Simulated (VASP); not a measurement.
# Ti3Si: relaxation of cell and atoms with LDA

Ti3Si:

```xyz
4
Lattice="0.0000 3.1444 3.1444 3.1444 0.0000 3.1444 3.1444 3.1444 0.0000" Properties=species:S:1:pos:R:3 pbc="T T T"
Ti    4.7165    4.7165    4.7165
Ti    1.5722    1.5722    1.5722
Ti    0.0000    0.0000    0.0000
Si    3.1444    3.1444    3.1444
```

| Item | Value |
| --- | --- |
| Program | VASP 6.6.1 |
| Task | relaxation of cell and atoms |
| Functional | LDA |
| Potentials or basis | VASP PAW LDA potentials, release 64 (Ti_sv, Si) |
| Cutoff | 600 eV |
| k mesh | 8 × 8 × 8 |
| Occupations | fermi-dirac, width 0.1 eV |
| Spin | no spin polarisation |
| Target pressure | -2 GPa |
| Dipole correction | no |
| Further INCAR settings | ALGO = Normal; EDIFF = 1e-06; IBRION = 2; EDIFFG = -0.01; NSW = 80; ISIF = 3 |

* Relaxed volume: 14.74 Å³/atom
* Relaxed cell: a = 4.369 Å, b = 4.369 Å, c = 4.369 Å, α = 60.00°, β = 60.00°, γ = 60.00°
* Space group after relaxing (to 0.1 Å): Fm-3m (No. 225)
* Energy change on relaxing (the run minimises the enthalpy): -28.2 meV/atom
* Ionic steps: 3
* Pressure after relaxing: -2.0 GPa
* Band gap on the k mesh: zero (bands 20 and 21 overlap by 0.48 eV)

Step by step:
| step | energy change (eV) | largest force (eV/Å) | pressure (GPa) | volume (Å³) |
| --- | --- | --- | --- | --- |
| 1 | 0.0000 | 0.0000 | -8.86 | 62.18 |
| 2 | -0.0922 | 0.0000 | 4.86 | 56.38 |
| 3 | -0.1128 | 0.0000 | -2.03 | 58.95 |

Final structure:
```
Ti Si
1.0
     0.00000    3.08902    3.08902
     3.08902    0.00000    3.08902
     3.08902    3.08902    0.00000
Ti Si
3 1
Direct
  0.75000 0.75000 0.75000
  0.25000 0.25000 0.25000
  0.00000 0.00000 0.00000
  0.50000 0.50000 0.50000
```

Levels at points of the mesh, in eV from the Fermi level:
| k point | band 18 | band 19 | band 20 | band 21 | band 22 | band 23 |
| --- | --- | --- | --- | --- | --- | --- |
| (0.00, 0.00, 0.00) | -2.18 | -0.01 | -0.01 | -0.01 | 2.39 | 2.39 |
| (0.50, 0.00, 0.00) | -0.51 | -0.51 | -0.17 | -0.17 | 0.70 | 0.92 |
| (0.50, 0.50, 0.00) | -1.84 | -0.35 | -0.29 | -0.29 | 1.04 | 1.35 |

Wall time 3.1 min on 1 thread of Intel Xeon 8259CL, on a shared host, peak memory 0.21 GiB.

Caveat: the cell is relaxed towards a set pressure, so the run minimises the enthalpy, not the energy.
